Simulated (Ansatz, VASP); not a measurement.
# ZrS2 in VASP and in Ansatz

```
Zr S
1.0
     3.67113    0.00000    0.00000
    -1.83557    3.17929    0.00000
     0.00000    0.00000    6.10791
Zr S
1 2
Direct
  0.00000 0.00000 0.00000
  0.66667 0.33333 0.76395
  0.33333 0.66667 0.23605
```

Alike in both runs: task single point; functional PBE; dispersion D3(BJ); k mesh 6 × 6 × 4; occupations gaussian, width 0.1 eV; no spin polarisation.

|  | VASP | Ansatz |
| --- | --- | --- |
| version | VASP 6.6.1 | Ansatz 0.2.0 |
| potentials or method | VASP PAW PBE potentials, release 64 (Zr_sv, S), cutoff 500 eV | scalar-relativistic, plane waves, PAW |
| valence electrons in the cell | 24 | 24 |

```tsv
	VASP	Ansatz	Ansatz less VASP
gap on the k mesh at the Fermi level (eV)	1.07	1.07	+0.002
least direct gap on the mesh (eV)	1.67	1.67	-0.004
pressure (GPa)	-1.1	-1.1	+0.03
traceless stress, the component that is largest in VASP (GPa)	0.11	0.08	-0.028
rms of the force components (eV/Å)	0.057	0.054	-0.0033
```

Atom by atom the forces differ by 0.003 eV/Å (rms over components).
